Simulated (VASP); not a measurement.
# Hf (P6_3/mmc) in VASP: relaxation of the atoms with PBE

Aim: the relaxation of the atoms of Hf with PBE.

Program: VASP 6.6.1. These are calculated values, not measurements. Logs are shortened: lines on timing, memory, paths and dates and some standing lists are left out, and cuts for length are marked.

## Step 1: The cell of the first run

It takes space group P6_3/mmc (No. 194, hexagonal). Conventional cell: a = 3.197 Å, b = 3.197 Å, c = 5.058 Å, α = 90.00°, β = 90.00°, γ = 120.00°. Hf (site symmetry -6m2) has 12 Hf at 3.13 to 3.20 Å within 4.1 Å.

## Step 2: Relaxation of the atoms, PBE

The input, INCAR:

```
SYSTEM = Hf
PREC = Accurate
ENCUT = 520
EDIFF = 1E-6
ISMEAR = -1
SIGMA = 0.05
LREAL = .False.
LASPH = .True.
NELM = 60
ALGO = Normal
ISIF = 2
LWAVE = .False.
LCHARG = .False.
GGA = PE
IBRION = 2
NSW = 80
EDIFFG = -0.02
```

The input, KPOINTS:

```
Automatic mesh
0
Gamma
  12 12 7
  0 0 0
```

The input, POSCAR:

```
Hf
1.0
    3.1967000000      0.0000000000      0.0000000000
   -1.5983500000      2.7684234083      0.0000000000
    0.0000000000      0.0000000000      5.0578000000
Hf
2
Direct
    0.3333333333      0.6666666667      0.2500000000
    0.6666666667      0.3333333333      0.7500000000
```

Potentials or basis: VASP PAW PBE potentials, release 64 (Hf_pv).

Run with:

```bash
$ cat potpaw_PBE.64/Hf_pv/POTCAR > POTCAR
$ mpirun -np 1 vasp_std > vasp.out
```

OUTCAR:

```text
SYSTEM = Hf
   PREC = Accurate
   ENCUT = 520
   EDIFF = 1E-6
   ISMEAR = -1
   LREAL = .False.
   LASPH = .True.
   NELM = 60
   ISIF = 2
   GGA = PE
   IBRION = 2
   NSW = 80
   EDIFFG = -0.02

 ion  position               nearest neighbor table
   1  0.333  0.667  0.250-   2 3.13   2 3.13   2 3.13   2 3.13   2 3.13   2 3.13
   2  0.667  0.333  0.750-   1 3.13   1 3.13   1 3.13   1 3.13   1 3.13   1 3.13

  LATTYP: Found a hexagonal cell.
 ALAT       =     3.1967000000
 C/A-ratio  =     1.5821941377

  Lattice vectors:

 A1 = (   3.1967000000,   0.0000000000,   0.0000000000)
 A2 = (  -1.5983500000,   2.7684234083,   0.0000000000)
 A3 = (   0.0000000000,   0.0000000000,   5.0578000000)

Analysis of symmetry for initial positions (statically):
=====================================================================
 Subroutine PRICEL returns:
 Original cell was already a primitive cell.

 Routine SETGRP: Setting up the symmetry group for a
 hexagonal supercell.

 Subroutine GETGRP returns: Found 24 space group operations
 (whereof 12 operations were pure point group operations)
 out of a pool of 24 trial point group operations.

The static configuration has the point symmetry D_3d.
 The point group associated with its full space group is D_6h.

Analysis of symmetry for dynamics (positions and initial velocities):
=====================================================================
 Subroutine PRICEL returns:
 Original cell was already a primitive cell.

 Routine SETGRP: Setting up the symmetry group for a
 hexagonal supercell.

 Subroutine GETGRP returns: Found 24 space group operations
 (whereof 12 operations were pure point group operations)
 out of a pool of 24 trial point group operations.

The dynamic configuration has the point symmetry D_3d.
 The point group associated with its full space group is D_6h.

 Subroutine INISYM returns: Found 24 space group operations
 (whereof 12 operations are pure point group operations),
 and found     1 'primitive' translations

----------------------------------------------------------------------------------------

                                     Primitive cell

  volume of cell :      44.7606

  direct lattice vectors                    reciprocal lattice vectors
     3.196700000  0.000000000  0.000000000     0.312822598  0.180608211  0.000000000
    -1.598350000  2.768423408  0.000000000     0.000000000  0.361216423  0.000000000
     0.000000000  0.000000000  5.057800000     0.000000000  0.000000000  0.197714421

  length of vectors
     3.196700000  3.196700000  5.057800000     0.361216423  0.361216423  0.197714421

  position of ions in fractional coordinates (direct lattice)
     0.333333333  0.666666667  0.250000000
     0.666666667  0.333333333  0.750000000

  ion indices of the primitive-cell ions
   primitive index   ion index
                 1           1
                 2           2

----------------------------------------------------------------------------------------

 KPOINTS: Automatic mesh

Automatic generation of k-mesh.
 Grid dimensions read from file:
 generate k-points for:   12   12    7

 Generating k-lattice:

  Cartesian coordinates                     Fractional coordinates (reciprocal lattice)
     0.026068550  0.015050684  0.000000000     0.083333333  0.000000000  0.000000000
     0.000000000  0.030101369  0.000000000     0.000000000  0.083333333  0.000000000
     0.000000000  0.000000000  0.028244917     0.000000000  0.000000000  0.142857143

  Length of vectors
     0.030101369  0.030101369  0.028244917

  Shift w.r.t. Gamma in fractional coordinates (k-lattice)
     0.000000000  0.000000000  0.000000000

 Subroutine IBZKPT returns following result:
 ===========================================

 Found     76 irreducible k-points:

 Following reciprocal coordinates:
            Coordinates               Weight
  0.000000  0.000000  0.000000      1.000000
  0.083333  0.000000  0.000000      6.000000
  0.166667 -0.000000  0.000000      6.000000
  0.250000 -0.000000  0.000000      6.000000
  0.333333  0.000000  0.000000      6.000000
  0.416667  0.000000  0.000000      6.000000
[... 16 lines left out ...]
  0.250000 -0.000000  0.142857     12.000000
  0.333333  0.000000  0.142857     12.000000
 [... further k-points ...]
   k-points           NKPTS =     76   k-points in BZ     NKDIM =     76   number of bands    NBANDS=     14
   number of dos      NEDOS =    301   number of ions     NIONS =      2
   total plane-waves  NPLWV =  23040
   dimension x,y,z NGX =    24 NGY =   24 NGZ =   40
   dimension x,y,z NGXF=    48 NGYF=   48 NGZF=   80
   ions per type =               2
   NGX,Y,Z   is equivalent  to a cutoff of  12.48, 12.48, 13.15 a.u.
   NGXF,Y,Z  is equivalent  to a cutoff of  24.96, 24.96, 26.30 a.u.
 SYSTEM =  Hf
   PREC   = accura    normal or accurate (medium, high low for compatibility)
   ISTART =      0    job   : 0-new  1-cont  2-samecut
   ICHARG =      2    charge: 1-file 2-atom 10-const
   ISPIN  =      1    spin polarized calculation?
   LNONCOLLINEAR =      F non collinear calculations
   LSORBIT =      F    spin-orbit coupling
   LASPH  =      T    aspherical Exc in radial PAW
   ENCUT  =  520.0 eV  38.22 Ry    6.18 a.u.   5.94  5.94  9.40*2*pi/ulx,y,z
   NELM   =     60;   NELMIN=  2; NELMDL= -5     # of ELM steps
   EDIFF  = 0.1E-05   stopping-criterion for ELM
   LREAL  =      F    real-space projection
   EDIFFG = -.2E-01   stopping-criterion for IOM
   NSW    =     80    number of steps for IOM
   IBRION =      2    ionic relax: 0-MD 1-quasi-New 2-CG
   NFREE  =      1    steps in history (QN), initial steepest desc. (CG)
   ISIF   =      2    stress and relaxation
   ISYM   =      2    0-nonsym 1-usesym 2-fastsym
   POTIM  = 0.5000    time-step for ionic-motion
   TEBEG  =    0.0;   TEEND  =   0.0 temperature during run
   PSTRESS=    0.0 pullay stress
   NELECT =      20.0000    total number of electrons
   NUPDOWN=      -1.0000    fix difference up-down
   EMIN   =  10.00;   EMAX   =-10.00  energy-range for DOS
   EFERMI =   0.00;   METHOD = LEGACY
   ISMEAR =    -1;   SIGMA  =   0.05  broadening in eV -4-tet -1-fermi 0-gaus
   EFERMI_NEDOS =   21; number of points for ismear=-14 and -15
   IALGO  =     38    algorithm
   IMIX   =      4    mixing-type and parameters
     AMIX     =   0.40;   BMIX     =  1.00
     AMIX_MAG =   1.60;   BMIX_MAG =  1.00
  volume/ion in A,a.u.               =      22.38       151.03
  Fermi-wavevector in a.u.,A,eV,Ry     =   1.251563  2.365112 21.312311  1.566411
  Thomas-Fermi vector in A             =   2.385505
   LORBIT       =      0    0 simple, 1 ext, 2 COOP (PROOUT), +10 PAW based schemes
   GGA     = PE    functional components
   LHFCALC =     F    Hartree Fock is set to
   AEXX    =    0.0000 exact exchange contribution
   IVDW    =     0    specifies the selected vdW correction
   LEPSILON=     F    determine dielectric tensor
   LRPA    =     F    only Hartree local field effects (RPA)
 conjugate gradient relaxation of ions
 non-spin polarized calculation
  energy-cutoff  :      520.00
  volume of cell :       44.76
 maximum number of plane-waves:      1224
 NGX is ok and might be reduce to    24
   NGX = 11   NGY = 11   NGZ = 19

 number of electron      20.0000004 magnetization

 Free energy of the ion-electron system (eV)
  ---------------------------------------------------
  ext. energy  EPLUGINS =         0.00000000
  ---------------------------------------------------
  free energy    TOTEN  =       -19.85590856 eV

  energy without entropy =      -19.84308224  energy(sigma->0) =      -19.84949540

 E-fermi :   4.9214     XC(G=0): -11.2816

 val. band max:        4.9162723673   @ k =   0.0000   0.0000   0.4286
 cond. band min:       4.9252238373   @ k =   0.0833   0.0833   0.4286
 fundamental gap:      0.0089514700
 Fermi energy:         4.9214385536

 k-point     1 :       0.0000    0.0000    0.0000
  band No.  band energies     occupation
      1     -26.1585      2.00000
      2     -25.4185      2.00000
      3     -25.4185      2.00000
      4     -25.2929      2.00000
      5     -25.2909      2.00000
      6     -25.2909      2.00000
      7      -2.4640      2.00000
      8       1.2076      2.00000
      9       5.5566      0.00001
     10       6.0956      0.00000
     11       6.0956      0.00000
     12       6.3741      0.00000
     13       6.9161      0.00000
     14       6.9161      0.00000

 k-point     2 :       0.0833    0.0000    0.0000
  band No.  band energies     occupation
      1     -26.1406      2.00000
      2     -25.4566      2.00000
      3     -25.4313      2.00000
      4     -25.3311      2.00000
      5     -25.3012      2.00000
      6     -25.2960      2.00000
      7      -2.2543      2.00000
      8       1.4144      2.00000
      9       5.2813      0.00150
     10       5.5958      0.00000
     11       6.2932      0.00000
     12       6.6599      0.00000
     13       6.7847      0.00000
     14       7.1036      0.00000

 k-point     3 :       0.1667   -0.0000    0.0000
  band No.  band energies     occupation
      1     -26.0892      2.00000
      2     -25.5608      2.00000
      3     -25.4651      2.00000
      4     -25.4383      2.00000
      5     -25.3261      2.00000
      6     -25.3110      2.00000
      7      -1.6558      2.00000
      8       1.9654      2.00000
      9       4.6197      1.99523
     10       4.8990      1.22025
     11       6.1514      0.00000
     12       6.8235      0.00000
     13       6.8754      0.00000
     14       6.9146      0.00000

 k-point     4 :       0.2500   -0.0000    0.0000
  band No.  band energies     occupation
      1     -26.0116      2.00000
      2     -25.7032      2.00000
      3     -25.5784      2.00000
      4     -25.5094      2.00000
      5     -25.3674      2.00000
      6     -25.3330      2.00000
      7      -0.7622      2.00000
      8       2.5555      2.00000
      9       3.8722      2.00000
     10       4.3722      1.99997
     11       5.7136      0.00000
     12       6.3976      0.00000
     13       6.4398      0.00000
     14       7.8071      0.00000

 k-point     5 :       0.3333    0.0000    0.0000
  band No.  band energies     occupation
      1     -25.9198      2.00000
      2     -25.8453      2.00000
      3     -25.7120      2.00000
      4     -25.5520      2.00000
      5     -25.4227      2.00000
      6     -25.3561      2.00000
      7       0.2592      2.00000
      8       2.6265      2.00000
      9       3.2418      2.00000
     10       4.2104      2.00000
     11       5.8368      0.00000
[... 276 lines left out ...]
 k-point    22 :       0.1667   -0.0000    0.1429
  band No.  band energies     occupation
      1     -26.0593      2.00000
      2     -25.5500      2.00000
      3     -25.4732      2.00000
      4     -25.4576      2.00000
      5     -25.3356      2.00000
      6     -25.3187      2.00000
      7      -1.4849      2.00000
      8       1.8717      2.00000
      9       4.3528      1.99998
     10       4.9439      0.77876
     11       6.1520      0.00000
     12       6.4596      0.00000
     13       6.5436      0.00000
     14       7.2425      0.00000

 k-point    23 :       0.2500   -0.0000    0.1429
  band No.  band energies     occupation
      1     -25.9994      2.00000
      2     -25.6831      2.00000
      3     -25.6082      2.00000
      4     -25.5008      2.00000
      5     -25.3713      2.00000
      6     -25.3418      2.00000
      7      -0.6197      2.00000
      8       2.4887      2.00000
      9       3.6845      2.00000
     10       4.4316      1.99989
     11       5.6579      0.00000
     12       6.3113      0.00000
     13       6.4767      0.00000
     14       7.8770      0.00000

 k-point    24 :       0.3333    0.0000    0.1429
  band No.  band energies     occupation
      1     -25.9605      2.00000
      2     -25.7910      2.00000
      3     -25.7297      2.00000
      4     -25.5425      2.00000
      5     -25.4181      2.00000
      6     -25.3660      2.00000
      7       0.3422      2.00000
      8       2.5823      2.00000
      9       3.2154      2.00000
     10       4.2489      2.00000
     11       5.5837      0.00000
     12       6.1702      0.00000
     13       6.2058      0.00000
     14       8.9871      0.00000

 [... further k-points ...]

------------------------ aborting loop because EDIFF is reached ----------------------------------------

  FORCE on cell =-STRESS in cart. coord.  units (eV):
  Direction    XX          YY          ZZ          XY          YZ          ZX
  --------------------------------------------------------------------------------------
  -------------------------------------------------------------------------------------
  Total        0.1090590      0.1090590      0.0786193      0.0000000      0.0000000      0.0000000
  in kB        3.9036955      3.9036955      2.8141256      0.0000000      0.0000000      0.0000000
  external PRESSURE =       3.5405056 kB  Pullay stress =       0.0000000 kB

 VOLUME and BASIS-vectors are now :
 -----------------------------------------------------------------------------
  energy-cutoff  :      520.00
  volume of cell :       44.76
      direct lattice vectors                 reciprocal lattice vectors
     3.196700000  0.000000000  0.000000000     0.312822598  0.180608211  0.000000000
    -1.598350000  2.768423408  0.000000000     0.000000000  0.361216423  0.000000000
     0.000000000  0.000000000  5.057800000     0.000000000  0.000000000  0.197714421

 POSITION                                       TOTAL-FORCE (eV/Angst)
 -----------------------------------------------------------------------------------
     -0.00000      1.84562      1.26445        -0.000000      0.000000      0.000000
      1.59835      0.92281      3.79335         0.000000      0.000000      0.000000
 -----------------------------------------------------------------------------------
    total drift:                               -0.000000      0.000000     -0.000000

  FREE ENERGIE OF THE ION-ELECTRON SYSTEM (eV)
  ---------------------------------------------------
  free  energy   TOTEN  =       -19.8559085637 eV

  energy  without entropy=      -19.8430822411  energy(sigma->0) =      -19.84949540

 reached required accuracy - stopping structural energy minimisation
```

Wall time 60 s (1 thread of AMD EPYC 7R13, shared host); peak memory 0.16 GiB.

Results:

* Free energy: -19.8559 eV
* Pressure after relaxing: 0.4 GPa
* Band gap on the k mesh: zero (bands 10 and 11 overlap by 1.50 eV)

Final structure:
```xyz
2
Lattice="3.1967 0.0000 0.0000 -1.5983 2.7684 0.0000 0.0000 0.0000 5.0578" Properties=species:S:1:pos:R:3 pbc="T T T"
Hf    0.0000    1.8456    1.2645
Hf    1.5983    0.9228    3.7934
```

Levels at points of the mesh, in eV from the Fermi level:
```csv
k point,band 8,band 9,band 10,band 11,band 12,band 13
"(0.00, 0.00, 0.00)",-3.71,0.64,1.17,1.17,1.45,1.99
"(0.50, 0.00, 0.00)",-2.75,-2.23,-0.81,0.79,0.86,1.68
```

Caveat: spin-orbit coupling is left out, which moves the levels of the heavy elements.
